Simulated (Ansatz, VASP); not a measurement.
# NaAg2I3 in VASP and in Ansatz

File INCAR:

```
PREC = Accurate
ENCUT = 520
EDIFF = 1E-7
ISMEAR = 0
SIGMA = 0.1
LREAL = F
LASPH = T
NELM = 100
ALGO = Normal
ISIF = 2
LWAVE = F
LCHARG = F
GGA = PE
NBANDS = 34
```

KPOINTS

```
Automatic mesh
0
Gamma
  3 3 3
```

The input POSCAR:

```
NaAg2I3
1.0
    3.1320189200      1.8082719700      5.9435859500
   -3.1320189200      1.8082719700      5.9435859500
    0.0000000000     -3.6165439400      5.9435859500
Na Ag I
1 2 3
Direct
    0.5000000000      0.5000000000      0.5000000000
    0.8010521900      0.8010521900      0.8010521900
    0.1989478100      0.1989478100      0.1989478100
    0.5000000000      0.5000000000      0.0000000000
    0.0000000000      0.5000000000      0.5000000000
    0.5000000000      0.0000000000      0.5000000000
```

Input for Ansatz:

```yaml
crystal:
  lattice:
    - [3.13201892, 1.80827197, 5.94358595]
    - [-3.13201892, 1.80827197, 5.94358595]
    - [0.0, -3.61654394, 5.94358595]
  atoms:
    - { symbol: Na, position: [0.5, 0.5, 0.5] }
    - { symbol: Ag, position: [0.80105219, 0.80105219, 0.80105219] }
    - { symbol: Ag, position: [0.19894781, 0.19894781, 0.19894781] }
    - { symbol: I, position: [0.5, 0.5, 0.0] }
    - { symbol: I, position: [0.0, 0.5, 0.5] }
    - { symbol: I, position: [0.5, 0.0, 0.5] }
basis:
  ecutwfc: 420
kpoints:
  mp_grid: { grid: [3, 3, 3] }
hamiltonian:
  xc: pbe
scf:
  occupations: { method: gaussian, width: 0.1 }
  lower_state_search: "off"
output:
  forces: true
  stress: true
  eigenvalues: true
```

Alike in both runs: task single point; functional PBE; k mesh 3 × 3 × 3; occupations gaussian, width 0.1 eV; no spin polarisation.

```csv
,VASP,Ansatz
version,VASP 6.6.1,Ansatz 0.2.0
potentials or method,"VASP PAW PBE potentials, release 64 (Na_pv, Ag, I), cutoff 520 eV","scalar-relativistic, plane waves, PAW"
valence electrons in the cell,50,98
```

VASP gave:

- gap on the k mesh at the Fermi level (eV): none
- pressure (GPa): 4.2
- traceless stress, the component that is largest in VASP (GPa): -2.64
- rms of the force components (eV/Å): 0.142

Which values does Ansatz return?

gap on the k mesh at the Fermi level (eV): none; pressure (GPa): 4.2; traceless stress, the component that is largest in VASP (GPa): -2.64; rms of the force components (eV/Å): 0.145.

Atom by atom the forces differ by 0.003 eV/Å (rms over components). A gap of «none» marks a metal or a gap that the smearing closes. VASP's potentials hold 50 valence electrons a cell and Ansatz's 98, so a difference there can come from the potentials and not from the codes.

The k mesh is coarse, so the values compare programs but aren't converged. Neither program's run includes spin-orbit coupling.
